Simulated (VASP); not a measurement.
Write the native input for VASP 6.6.1 that does the following.

| Quantity | Value |
| --- | --- |
| Task | single point |
| Functional | r2SCAN |
| Potentials or basis | VASP PAW PBE potentials, release 64 (K_sv, Mg, F) |
| Cutoff | 520 eV |
| k mesh | 4 × 4 × 4 |
| Occupations | gaussian, width 0.01 eV |
| Spin | no spin polarisation |
| Dipole correction | no |
| Further INCAR settings | ALGO = Normal; EDIFF = 1e-06; NBANDS = 24 |

KMgF3:

```
K Mg F
1.0
     4.06407    0.00000    0.00000
     0.00000    4.06407    0.00000
     0.00000    0.00000    4.06407
K Mg F
1 1 3
Direct
  0.50000 0.50000 0.50000
  0.00000 0.00000 0.00000
  0.50000 0.00000 0.00000
  0.00000 0.50000 0.00000
  0.00000 0.00000 0.50000
```

The input as run:

POSCAR

```
KMgF3
1.0
    4.0640747489      0.0000000000      0.0000000000
    0.0000000000      4.0640747489      0.0000000000
    0.0000000000      0.0000000000      4.0640747489
K Mg F
1 1 3
Direct
    0.5000000000      0.5000000000      0.5000000000
    0.0000000000      0.0000000000      0.0000000000
    0.5000000000      0.0000000000      0.0000000000
    0.0000000000      0.5000000000      0.0000000000
    0.0000000000      0.0000000000      0.5000000000
```

INCAR.step1

```
PREC = Accurate ; ENCUT = 520
ISMEAR = 0 ; SIGMA = 0.01
LREAL = F ; LASPH = T
NELM = 80 ; NBANDS = 24
GGA = PE ; ALGO = Normal
EDIFF = 1E-4 ; LWAVE = T
LCHARG = F
```

INCAR.step2

```
PREC = Accurate ; ENCUT = 520
EDIFF = 1E-6 ; ISMEAR = 0
SIGMA = 0.01 ; LREAL = F
LASPH = T ; NELM = 80
ALGO = Normal ; ISIF = 2
LWAVE = F ; LCHARG = T
METAGGA = R2SCAN ; LMIXTAU = T
LELF = T ; LVHAR = T
NBANDS = 24 ; ISTART = 1
```

KPOINTS

```
Automatic mesh
0
Gamma
  4 4 4
```

Potentials or basis: VASP PAW PBE potentials, release 64 (K_sv, Mg, F).

The run is started by

```console
$ cat potpaw_PBE.64/K_sv/POTCAR potpaw_PBE.64/Mg/POTCAR potpaw_PBE.64/F/POTCAR > POTCAR
$ cp INCAR.step1 INCAR
$ mpirun -np 1 vasp_std > vasp.out
$ cp INCAR.step2 INCAR
$ mpirun -np 1 vasp_std > vasp.out
```

Results of the run:

* Pressure: -4.8 GPa
* Band gap on the k mesh: 7.80 eV, indirect (least direct gap 8.12 eV)

Caveat: the PAW data sets were made with another functional, which shifts forces and pressure a little.

Wall time 74 s on 1 thread of AMD EPYC 9R45 (Zen 5), on a shared host, peak memory 0.14 GiB.
